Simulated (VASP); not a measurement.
# CdF2 (fluorite type) in VASP: further runs, part 2 of 2

VASP 6.6.1. Earlier steps stand in the parts before.

## (5) Single point, PBE (xy shear strain of -2 %)

The input, INCAR:

```
SYSTEM = CdF2
  ALGO = Normal
  EDIFF = 1E-7
  ENCUT = 520
  GGA = PE
  ISIF = 2
  ISMEAR = -1
  LASPH = .True.
  LCHARG = .False.
  LREAL = .False.
  LWAVE = .False.
  NBANDS = 20
  NELM = 100
  PREC = Accurate
  SIGMA = 0.05
```

The input, KPOINTS:

```
k-points
0
Gamma
  11 11 11
  0 0 0
```

The input, POSCAR:

```
CdF2
1.0
   -0.0274071972      2.7407197206      2.7407197206
    2.7407197206     -0.0274071972      2.7407197206
    2.7133125234      2.7133125234      0.0000000000
Cd F
1 2
Direct
    0.0000000000      0.0000000000      0.0000000000
    0.2500000000      0.2500000000      0.2500000000
    0.7500000000      0.7500000000      0.7500000000
```

Potentials or basis: VASP PAW PBE potentials, release 64 (Cd, F).

Launch:

```bash
> cat potpaw_PBE.64/Cd/POTCAR potpaw_PBE.64/F/POTCAR > POTCAR
> mpirun -np 1 vasp_std > vasp.out
```

OUTCAR:

```text
SYSTEM = CdF2
   EDIFF = 1E-7
   ENCUT = 520
   GGA = PE
   ISIF = 2
   ISMEAR = -1
   LASPH = .True.
   LREAL = .False.
   NELM = 100
   PREC = Accurate

 ion  position               nearest neighbor table
   1  0.000  0.000  0.000-   3 2.36   2 2.36   3 2.36   2 2.36   3 2.39   3 2.39   2 2.39   2 2.39

   2  0.250  0.250  0.250-   1 2.36   1 2.36   1 2.39   1 2.39
   3  0.750  0.750  0.750-   1 2.36   1 2.36   1 2.39   1 2.39

  LATTYP: Found a body centered orthorhombic cell.
 ALAT       =     3.8372033695
 B/A-ratio  =     1.0202020202
 C/A-ratio  =     1.4284985478

  Lattice vectors:

 A1 = (   0.0274071972,  -2.7407197206,  -2.7407197206)
 A2 = (  -0.0274071972,   2.7407197206,  -2.7407197206)
 A3 = (   2.7407197206,  -0.0274071972,   2.7407197206)

Analysis of symmetry for initial positions (statically):
=====================================================================
 Subroutine PRICEL returns:
 Original cell was already a primitive cell.

 Routine SETGRP: Setting up the symmetry group for a
 body centered orthorhombic supercell.

 Subroutine GETGRP returns: Found  8 space group operations
 (whereof  8 operations were pure point group operations)
 out of a pool of  8 trial point group operations.

The static configuration has the point symmetry D_2h.

Analysis of symmetry for dynamics (positions and initial velocities):
=====================================================================
 Subroutine PRICEL returns:
 Original cell was already a primitive cell.

 Routine SETGRP: Setting up the symmetry group for a
 body centered orthorhombic supercell.

 Subroutine GETGRP returns: Found  8 space group operations
 (whereof  8 operations were pure point group operations)
 out of a pool of  8 trial point group operations.

The dynamic configuration has the point symmetry D_2h.

 Subroutine INISYM returns: Found  8 space group operations
 (whereof  8 operations are pure point group operations),
 and found     1 'primitive' translations

----------------------------------------------------------------------------------------

                                     Primitive cell

  volume of cell :      41.1700

  direct lattice vectors                    reciprocal lattice vectors
    -0.027407197  2.740719721  2.740719721    -0.180627556  0.180627556  0.182433832
     2.740719721 -0.027407197  2.740719721     0.180627556 -0.180627556  0.182433832
     2.713312523  2.713312523  0.000000000     0.184276598  0.184276598 -0.182433832

  length of vectors
     3.876059897  3.876059897  3.837203370     0.313902423  0.313902423  0.318116066

  position of ions in fractional coordinates (direct lattice)
     0.000000000  0.000000000  0.000000000
     0.250000000  0.250000000  0.250000000
     0.750000000  0.750000000  0.750000000

  ion indices of the primitive-cell ions
   primitive index   ion index
                 1           1
                 2           2
                 3           3

----------------------------------------------------------------------------------------

 KPOINTS: k-points

Automatic generation of k-mesh.
 Grid dimensions read from file:
 generate k-points for:   11   11   11

 Generating k-lattice:

  Cartesian coordinates                     Fractional coordinates (reciprocal lattice)
    -0.016420687  0.016420687  0.016584894     0.090909091 -0.000000000  0.000000000
     0.016420687 -0.016420687  0.016584894    -0.000000000  0.090909091  0.000000000
     0.016752418  0.016752418 -0.016584894    -0.000000000 -0.000000000  0.090909091

  Length of vectors
     0.028536584  0.028536584  0.028919642

  Shift w.r.t. Gamma in fractional coordinates (k-lattice)
     0.000000000  0.000000000  0.000000000

 Subroutine IBZKPT returns following result:
 ===========================================

 Found    216 irreducible k-points:

 Following reciprocal coordinates:
            Coordinates               Weight
  0.000000  0.000000  0.000000      1.000000
  0.090909 -0.000000  0.000000      4.000000
  0.181818 -0.000000  0.000000      4.000000
  0.272727 -0.000000  0.000000      4.000000
  0.363636  0.000000  0.000000      4.000000
  0.454545  0.000000  0.000000      4.000000
[... 16 lines left out ...]
 -0.272727  0.181818  0.000000      4.000000
 -0.181818  0.181818  0.000000      2.000000
 [... further k-points ...]
   k-points           NKPTS =    216   k-points in BZ     NKDIM =    216   number of bands    NBANDS=     20
   number of dos      NEDOS =    301   number of ions     NIONS =      3
   total plane-waves  NPLWV =  27000
   dimension x,y,z NGX =    30 NGY =   30 NGZ =   30
   dimension x,y,z NGXF=    60 NGYF=   60 NGZF=   60
   ions per type =               1   2
   NGX,Y,Z   is equivalent  to a cutoff of  12.87, 12.87, 13.00 a.u.
   NGXF,Y,Z  is equivalent  to a cutoff of  25.73, 25.73, 25.99 a.u.
 SYSTEM =  CdF2
   PREC   = accura    normal or accurate (medium, high low for compatibility)
   ISTART =      0    job   : 0-new  1-cont  2-samecut
   ICHARG =      2    charge: 1-file 2-atom 10-const
   ISPIN  =      1    spin polarized calculation?
   LNONCOLLINEAR =      F non collinear calculations
   LSORBIT =      F    spin-orbit coupling
   LASPH  =      T    aspherical Exc in radial PAW
   ENCUT  =  520.0 eV  38.22 Ry    6.18 a.u.   7.21  7.21  7.13*2*pi/ulx,y,z
   NELM   =    100;   NELMIN=  2; NELMDL= -5     # of ELM steps
   EDIFF  = 0.1E-06   stopping-criterion for ELM
   LREAL  =      F    real-space projection
   EDIFFG = 0.1E-05   stopping-criterion for IOM
   NSW    =      0    number of steps for IOM
   IBRION =     -1    ionic relax: 0-MD 1-quasi-New 2-CG
   NFREE  =      0    steps in history (QN), initial steepest desc. (CG)
   ISIF   =      2    stress and relaxation
   ISYM   =      2    0-nonsym 1-usesym 2-fastsym
   POTIM  = 0.5000    time-step for ionic-motion
   TEBEG  =    0.0;   TEEND  =   0.0 temperature during run
   PSTRESS=    0.0 pullay stress
   NELECT =      26.0000    total number of electrons
   NUPDOWN=      -1.0000    fix difference up-down
   EMIN   =  10.00;   EMAX   =-10.00  energy-range for DOS
   EFERMI =   0.00;   METHOD = LEGACY
   ISMEAR =    -1;   SIGMA  =   0.05  broadening in eV -4-tet -1-fermi 0-gaus
   EFERMI_NEDOS =   21; number of points for ismear=-14 and -15
   IALGO  =     38    algorithm
   IMIX   =      4    mixing-type and parameters
     AMIX     =   0.40;   BMIX     =  1.00
     AMIX_MAG =   1.60;   BMIX_MAG =  1.00
  volume/ion in A,a.u.               =      13.72        92.61
  Fermi-wavevector in a.u.,A,eV,Ry     =   1.404556  2.654226 26.841277  1.972778
  Thomas-Fermi vector in A             =   2.527106
   LORBIT       =      0    0 simple, 1 ext, 2 COOP (PROOUT), +10 PAW based schemes
   GGA     = PE    functional components
   LHFCALC =     F    Hartree Fock is set to
   AEXX    =    0.0000 exact exchange contribution
   IVDW    =     0    specifies the selected vdW correction
   LEPSILON=     F    determine dielectric tensor
   LRPA    =     F    only Hartree local field effects (RPA)
 non-spin polarized calculation
  energy-cutoff  :      520.00
  volume of cell :       41.17
 maximum number of plane-waves:      1122
 NGX is ok and might be reduce to    30
   NGX = 15   NGY = 15   NGZ = 15

 number of electron      25.9999994 magnetization

 Free energy of the ion-electron system (eV)
  ---------------------------------------------------
  ext. energy  EPLUGINS =         0.00000000
  ---------------------------------------------------
  free energy    TOTEN  =       -10.90413944 eV

  energy without entropy =      -10.90413944  energy(sigma->0) =      -10.90413944

 E-fermi :  -0.6218     XC(G=0): -10.1348

 val. band max:       -1.7000159894   @ k =  -0.2727   0.4545   0.1818
 cond. band min:       1.2041803845   @ k =   0.0000   0.0000   0.0000
 fundamental gap:      2.9041963739
 Fermi energy:        -0.6218257532

 k-point     1 :       0.0000    0.0000    0.0000
  band No.  band energies     occupation
      1     -22.2181      2.00000
      2     -21.2495      2.00000
      3      -7.1780      2.00000
      4      -7.1656      2.00000
      5      -7.1516      2.00000
      6      -6.1689      2.00000
[... 12 lines left out ...]
     19      17.8409      0.00000
     20      17.8448      0.00000
[... 507 lines left out ...]
 k-point    24 :      -0.1818    0.1818    0.0000
  band No.  band energies     occupation
      1     -22.0056      2.00000
      2     -21.4357      2.00000
      3      -6.9411      2.00000
      4      -6.9311      2.00000
      5      -6.5025      2.00000
      6      -6.2666      2.00000
[... 12 lines left out ...]
     19      16.2542      0.00000
     20      19.1270      0.00000

 [... further k-points ...]
[... 5 lines left out ...]
  --------------------------------------------------------------------------------------
  -------------------------------------------------------------------------------------
  Total        0.1458672      0.1458672      0.1451515      0.1086005      0.0000000      0.0000000
  in kB        5.6765945      5.6765945      5.6487408      4.2263144      0.0000000      0.0000000
  external PRESSURE =       5.6673099 kB  Pullay stress =       0.0000000 kB

 VOLUME and BASIS-vectors are now :
 -----------------------------------------------------------------------------
  energy-cutoff  :      520.00
  volume of cell :       41.17
      direct lattice vectors                 reciprocal lattice vectors
    -0.027407197  2.740719721  2.740719721    -0.180627556  0.180627556  0.182433832
     2.740719721 -0.027407197  2.740719721     0.180627556 -0.180627556  0.182433832
     2.713312523  2.713312523  0.000000000     0.184276598  0.184276598 -0.182433832

 POSITION                                       TOTAL-FORCE (eV/Angst)
 -----------------------------------------------------------------------------------
      0.00000      0.00000      0.00000        -0.000000      0.000000     -0.000000
      1.35666      1.35666      1.37036         0.000000      0.000000      0.029641
      4.06997      4.06997      4.11108         0.000000      0.000000     -0.029641
 -----------------------------------------------------------------------------------
    total drift:                                0.000000     -0.000000      0.000000

  FREE ENERGIE OF THE ION-ELECTRON SYSTEM (eV)
  ---------------------------------------------------
  free  energy   TOTEN  =       -10.9041394436 eV

  energy  without entropy=      -10.9041394435  energy(sigma->0) =      -10.90413944
```

OSZICAR:

```text
N       E                     dE             d eps       ncg     rms          rms(c)
DAV:   1     0.191589639588E+03    0.19159E+03   -0.15516E+04  9048   0.131E+03
DAV:   2    -0.426369684677E+01   -0.19585E+03   -0.18807E+03  9416   0.338E+02
DAV:   3    -0.126496176206E+02   -0.83859E+01   -0.83617E+01  9936   0.756E+01
DAV:   4    -0.126865456608E+02   -0.36928E-01   -0.36926E-01  9312   0.517E+00
DAV:   5    -0.126866833361E+02   -0.13768E-03   -0.13767E-03  9828   0.282E-01    0.965E+00
DAV:   6    -0.108751588089E+02    0.18115E+01   -0.41547E+00 10972   0.392E+01    0.690E+00
DAV:   7    -0.109234734015E+02   -0.48315E-01   -0.95870E-01  8924   0.874E+00    0.392E+00
DAV:   8    -0.109137835112E+02    0.96899E-02   -0.16246E-01  9032   0.361E+00    0.761E-01
DAV:   9    -0.109034512079E+02    0.10332E-01   -0.39414E-02 10340   0.228E+00    0.962E-02
DAV:  10    -0.109040057792E+02   -0.55457E-03   -0.30885E-03  9036   0.642E-01    0.129E-01
DAV:  11    -0.109041163857E+02   -0.11061E-03   -0.21723E-04  9408   0.148E-01    0.459E-02
DAV:  12    -0.109041377836E+02   -0.21398E-04   -0.67325E-05  8968   0.685E-02    0.189E-02
DAV:  13    -0.109041397338E+02   -0.19503E-05   -0.10223E-05  9512   0.260E-02    0.474E-03
DAV:  14    -0.109041394116E+02    0.32220E-06   -0.11249E-06  9372   0.124E-02    0.169E-03
DAV:  15    -0.109041394436E+02   -0.31975E-07   -0.11045E-07  8044   0.297E-03
   1 F= -.10904139E+02 E0= -.10904139E+02  d E =-.834163E-10
```

It took 92 s on 1 thread of AMD EPYC 9R45 (Zen 5), shared host; peak memory 0.26 GiB.

Results:

```yaml
Free_energy: -10.9041 eV
Pressure: 0.6 GPa
Largest_force: 0.030 eV/Å
Band_gap_on_the_k_mesh: 2.90 eV (least direct gap 3.40 eV)
```

Forces in eV/Å, atoms in the order of the input:
```
Cd   0.000  0.000  0.000
F    0.000  0.000  0.030
F    0.000  0.000 -0.030
```

Stress tensor (GPa, compression positive):
```
0.57 0.42 0.00
0.42 0.57 0.00
0.00 0.00 0.56
```

Caveat: the cell differs from its parent crystal (xy shear strain of -2 %).

## (6) Overview

| task | cell | cutoff (eV) | gap on the mesh (eV) | pressure (GPa) |
| --- | --- | --- | --- | --- |
| single point | a = 3.876 Å, angles 60.0°, 3 atoms | 520 | 2.91 | 0.5 |
| single point | a = 3.891, b = 3.891, c = 3.847 Å, angles 60.4, 60.4, 59.3°, 3 atoms | 520 | 2.88 | 0.5 |
| relaxation of cell and atoms | relaxed from a = 3.614 Å, angles 60.0°, 3 atoms | 600 | 2.89 | 0.0 |
| single point | a = 3.876, b = 3.876, c = 3.837 Å, angles 60.3, 60.3, 60.7°, 3 atoms | 520 | 2.90 | 0.6 |

Alike in all rows: level PBE; potentials or basis VASP PAW PBE potentials, release 64 (Cd, F); no spin polarisation; k mesh 11 × 11 × 11; smearing fermi-dirac 0.05 eV.

Caveats: an odd mesh through Γ misses points on the zone boundary, where band edges can lie (at least some runs).

Total energies depend on the potentials used, so only differences within one code and one set of settings carry meaning.
